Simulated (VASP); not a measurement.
Write the native input for VASP 6.6.1 that does the following.

```
Task                   : single point
Functional             : LDA
Potentials or basis    : VASP PAW LDA potentials, release 64 (Ta_pv, Ag, O)
Cutoff                 : 520 eV
k mesh                 : 5 × 5 × 5
Occupations            : gaussian, width 0.02 eV
Spin                   : no spin polarisation
Dipole correction      : no
Further INCAR settings : ALGO = Normal; EDIFF = 1e-06; NBANDS = 28
```

The structure of TaAgO3 lies in POSCAR:

```
TaAgO3
1.0
    3.9993700000      0.0000000000      0.0000000000
    0.0000000000      3.9993700000      0.0000000000
    0.0000000000      0.0000000000      3.9593763000
Ta Ag O
1 1 3
Direct
    0.0000000000      0.0000000000      0.0000000000
    0.5000000000      0.5000000000      0.5000000000
    0.0000000000      0.0000000000      0.5000000000
    0.0000000000      0.5000000000      0.0000000000
    0.5000000000      0.0000000000      0.0000000000
```

These files were run (other wordings do the same):

INCAR

```
SYSTEM = TaAgO3
  PREC = Accurate
  ENCUT = 520
  EDIFF = 1E-6
  ISMEAR = 0
  SIGMA = 0.02
  LREAL = .FALSE.
  LASPH = .TRUE.
  NELM = 80
  ALGO = Normal
  ISIF = 2
  LWAVE = .FALSE.
  LCHARG = .TRUE.
  LELF = .TRUE.
  LVHAR = .TRUE.
  NBANDS = 28
```

KPOINTS

```
regular mesh
0
G
  5 5 5
  0 0 0
```

Potentials or basis: VASP PAW LDA potentials, release 64 (Ta_pv, Ag, O).

Command:

```console
$ cat potpaw_LDA.64/Ta_pv/POTCAR potpaw_LDA.64/Ag/POTCAR potpaw_LDA.64/O/POTCAR > POTCAR
$ mpirun -np 1 vasp_std > vasp.out
```

It gave:

| Property | Result |
| --- | --- |
| Pressure | -9.8 GPa |
| Band gap on the k mesh | 1.63 eV, indirect (least direct gap 2.13 eV) |

Caveat: spin-orbit coupling is left out, which moves the levels of the heavy elements.

Run time: 24 s on 1 thread of AMD EPYC 9R45 (Zen 5) (shared host), peak memory 0.13 GiB.
